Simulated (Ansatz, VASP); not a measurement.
# One calculation of SnSe, two programs

INCAR

```
SYSTEM = SnSe
  PREC = Accurate
  ENCUT = 520
  EDIFF = 1E-6
  ISMEAR = 0
  SIGMA = 0.01
  LREAL = .False.
  LASPH = .True.
  NELM = 100
  ALGO = Normal
  ISIF = 2
  LWAVE = .False.
  LCHARG = .False.
  GGA = CA
  NBANDS = 17
```

KPOINTS

```
regular mesh
0
Gamma
  8 8 8
  0 0 0
```

Contents of POSCAR:

```
SnSe
1.0
    0.0000000000      2.9657741552      2.9657741552
    2.9657741552      0.0000000000      2.9657741552
    2.9657741552      2.9657741552      0.0000000000
Sn Se
1 1
Direct
    0.0000000000      0.0000000000      0.0000000000
    0.5000000000      0.5000000000      0.5000000000
```

Input for Ansatz:

```yaml
crystal:
  lattice:
    - [0.0, 2.9657741552, 2.9657741552]
    - [2.9657741552, 0.0, 2.9657741552]
    - [2.9657741552, 2.9657741552, 0.0]
  atoms:
    - { symbol: Sn, position: [0.0, 0.0, 0.0] }
    - { symbol: Se, position: [0.5, 0.5, 0.5] }
basis:
  ecutwfc: 420
kpoints:
  mp_grid: { grid: [8, 8, 8] }
hamiltonian:
  xc: lda
scf:
  occupations: { method: fixed }
output:
  forces: true
  stress: true
  eigenvalues: true
  write_density: true
  write_potential: true
  elf: true
  volumetric_format: npy
```

Alike in both runs: task single point; functional LDA; k mesh 8 × 8 × 8; no spin polarisation.

|  | VASP | Ansatz |
| --- | --- | --- |
| version | VASP 6.6.1 | Ansatz 0.2.0 |
| potentials or method | VASP PAW LDA potentials, release 64 (Sn_d, Se), cutoff 520 eV | scalar-relativistic, plane waves, PAW |
| occupations | gaussian, width 0.01 eV | fixed |
| valence electrons in the cell | 20 | 30 |

Ansatz gave:

| Quantity | Value |
| --- | --- |
| gap on the k mesh at the Fermi level (eV) | 0.75 |
| least direct gap on the mesh (eV) | 0.81 |
| pressure (GPa) | -1.1 |

What did VASP give for the same quantities?

gap on the k mesh at the Fermi level (eV): 0.75; least direct gap on the mesh (eV): 0.82; pressure (GPa): -1.0.

LDA's correlation is that of Perdew and Zunger in VASP and of Perdew and Wang (1992) in Ansatz. VASP's potentials hold 20 valence electrons a cell and Ansatz's 30, so a difference there can come from the potentials and not from the codes.
